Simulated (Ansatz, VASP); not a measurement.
BAs in VASP and in Ansatz

File INCAR:

```
  PREC = Accurate
  ENCUT = 520
  EDIFF = 1E-6
  ISMEAR = 0
  SIGMA = 0.05
  LREAL = False
  LASPH = True
  NELM = 80
  ALGO = Normal
  ISIF = 2
  LWAVE = False
  LCHARG = False
  LDIPOL = True
  IDIPOL = 3
  DIPOL = 0.5 0.5 0.500
  GGA = PE
  NBANDS = 26
```

File KPOINTS:

```
Automatic mesh
0
Gamma
  9 9 1
```

File POSCAR:

```
BAs
1.0
    3.4003508765      0.0000000000      0.0000000000
   -1.7001754383      2.9447902409      0.0000000000
    0.0000000000      0.0000000000     24.0232183101
As B
4 4
Direct
    0.0000000000      0.0000000000      0.3121979704
    0.3333333333      0.6666666667      0.4277684502
    0.6666666667      0.3333333333      0.5433389299
    0.0000000000      0.0000000000      0.6589094096
    0.3333333333      0.6666666667      0.3410905904
    0.6666666667      0.3333333333      0.4566610701
    0.0000000000      0.0000000000      0.5722315498
    0.3333333333      0.6666666667      0.6878020296
```

Input for Ansatz:

```yaml
crystal:
  lattice:
    - [3.4003508765, 0.0, 0.0]
    - [-1.7001754383, 2.9447902409, 0.0]
    - [0.0, 0.0, 24.0232183101]
  atoms:
    - { symbol: As, position: [0.0, 0.0, 0.3121979704] }
    - { symbol: B, position: [0.3333333333, 0.6666666667, 0.3410905904] }
    - { symbol: As, position: [0.3333333333, 0.6666666667, 0.4277684502] }
    - { symbol: B, position: [0.6666666667, 0.3333333333, 0.4566610701] }
    - { symbol: As, position: [0.6666666667, 0.3333333333, 0.5433389299] }
    - { symbol: B, position: [0.0, 0.0, 0.5722315498] }
    - { symbol: As, position: [0.0, 0.0, 0.6589094096] }
    - { symbol: B, position: [0.3333333333, 0.6666666667, 0.6878020296] }
basis:
  ecutwfc: 420
kpoints:
  mp_grid: { grid: [9, 9, 1] }
hamiltonian:
  xc: pbe
scf:
  occupations: { method: gaussian, width: 0.05 }
output:
  forces: true
  stress: true
  eigenvalues: true
  write_density: true
  write_potential: true
  elf: true
  volumetric_format: npy
efield:
  axis: 3
  dipole_correction: true
  ramp_width: 0.04
```

Alike in both runs: task single point; functional PBE; k mesh 9 × 9 × 1; occupations gaussian, width 0.05 eV; no spin polarisation.

|  | VASP | Ansatz |
| --- | --- | --- |
| version | VASP 6.6.1 | Ansatz 0.2.0 |
| potentials or method | VASP PAW PBE potentials, release 64 (As, B), cutoff 520 eV | scalar-relativistic, plane waves, PAW |
| valence electrons in the cell | 32 | 72 |

```csv
,VASP,Ansatz,Ansatz less VASP
gap on the k mesh at the Fermi level (eV),none,none,-
rms of the force components (eV/Å),0.581,0.584,+0.0028
```

A gap of «none» marks a metal or a gap that the smearing closes. VASP's potentials hold 32 valence electrons a cell and Ansatz's 72, so a difference there can come from the potentials and not from the codes. Ansatz's warnings: xc potential rough in thin density.
